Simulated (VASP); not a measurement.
Input of a VASP 6.6.1 run:

The input INCAR:

```
SYSTEM = ZnO
PREC = Accurate ; ENCUT = 600
EDIFF = 1E-6 ; ISMEAR = 0
SIGMA = 0.01 ; LREAL = .FALSE.
LASPH = .TRUE. ; NELM = 60
ALGO = Normal ; ISIF = 3
LWAVE = .FALSE. ; LCHARG = .FALSE.
GGA = PS ; IBRION = 2
NSW = 100 ; EDIFFG = -0.002
PSTRESS = 150.0
```

KPOINTS

```
regular mesh
0
G
  8 8 4
  0 0 0
```

POSCAR

```
ZnO
1.0
    3.2299990317      0.0000000000      0.0000000000
   -1.6149995159      2.7972612157      0.0000000000
    0.0000000000      0.0000000000      5.2143592997
Zn O
2 2
Direct
    0.3333333333      0.6666666667      0.5000410921
    0.6666666667      0.3333333333      0.0000410921
    0.6666666667      0.3333333333      0.3789689079
    0.3333333333      0.6666666667      0.8789689079
```

Potentials or basis: VASP PAW PBE potentials, release 64 (Zn, O).

The run is started by

```sh
$ cat potpaw_PBE.64/Zn/POTCAR potpaw_PBE.64/O/POTCAR > POTCAR
$ mpirun -np 1 vasp_std > vasp.out
```

Problem. Estimate the relaxed cell.

Solution. a = 3.145 Å, b = 3.145 Å, c = 5.076 Å, α = 90.00°, β = 90.00°, γ = 120.00°.

Problem. What does it give for the space group after relaxing (to 0.1 Å)?

Solution. P6_3mc (No. 186).

Final structure:
```
CELL_PARAMETERS angstrom
3.14470 0.00000 0.00000
-1.57235 2.72339 0.00000
0.00000 0.00000 5.07609
ATOMIC_POSITIONS crystal
Zn 0.33333 0.66667 0.50008
Zn 0.66667 0.33333 0.00008
O 0.66667 0.33333 0.37893
O 0.33333 0.66667 0.87893
```
